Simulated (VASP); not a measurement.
## Ti: single point with PBE

Crystal: Ti.

```
Ti
1.0
     0.00000   -3.25524    0.00000
    -3.25524    0.00000    0.00000
     0.00000    0.00000   -3.25524
Ti
2
Direct
  0.50000 0.54743 0.50000
  0.00000 0.95257 0.00000
```

This cell differs from its parent crystal: mode 4 frozen in at -0.154 Å and mode 5 at +0.000 Å (largest displacements).

```yaml
Program: VASP 6.6.1
Task: single point
Functional: PBE
Potentials_or_basis: VASP PAW PBE potentials, release 64 (Ti_sv)
Cutoff: 520 eV
k_mesh: 14 × 14 × 14
Occupations: gaussian, width 0.15 eV
Spin: no spin polarisation
```

- Pressure: 1.8 GPa
- Largest force: 1.465 eV/Å
- Band gap on the k mesh: zero (band 12 reaches 9.30 eV, above the bottom of band 13 at 7.70 eV)

Forces in eV/Å, atoms in the order of the input:
```
Ti   1.465  0.000  0.000
Ti  -1.465  0.000  0.000
```

Stress tensor (GPa, compression positive):
```
0.05 0.00 0.00
0.00 2.72 0.00
0.00 0.00 2.72
```

Levels at points of the mesh, in eV from the Fermi level:
```tsv
k point	band 8	band 9	band 10	band 11	band 12	band 13	band 14	band 15	band 16	band 17
(0.00, 0.00, 0.00)	-32.26	-5.90	-2.25	-1.92	0.78	1.20	1.20	2.25	3.00	3.74
(0.50, 0.00, 0.00)	-32.43	-2.57	-2.57	-0.43	-0.43	0.93	0.93	2.03	2.03	2.89
(0.00, 0.50, 0.00)	-32.36	-2.64	-2.51	-0.91	1.12	1.25	1.25	1.46	1.46	1.48
(0.50, 0.50, 0.00)	-32.30	-2.45	-2.45	-0.41	-0.41	1.07	1.07	3.04	3.04	3.21
(0.50, 0.00, 0.50)	-32.25	-2.31	-2.31	-0.11	-0.11	1.23	1.23	2.54	2.54	3.14
(0.50, 0.50, 0.50)	-32.41	-0.84	-0.84	-0.52	-0.52	-0.20	-0.20	3.18	3.18	3.20
```

Wall time 4.2 min on 1 thread of Intel(R) Xeon(R) Platinum 8259CL CPU @ 2.50GHz (Skylake/Cascade Lake) (shared host), peak memory 0.26 GiB.

Caveat: the cell differs from its parent crystal (mode 4 frozen in at -0.154 Å and mode 5 at +0.000 Å (largest displacements)); forces of over 1 eV/Å act on the atoms, so gaps and moduli don't describe the material at rest.
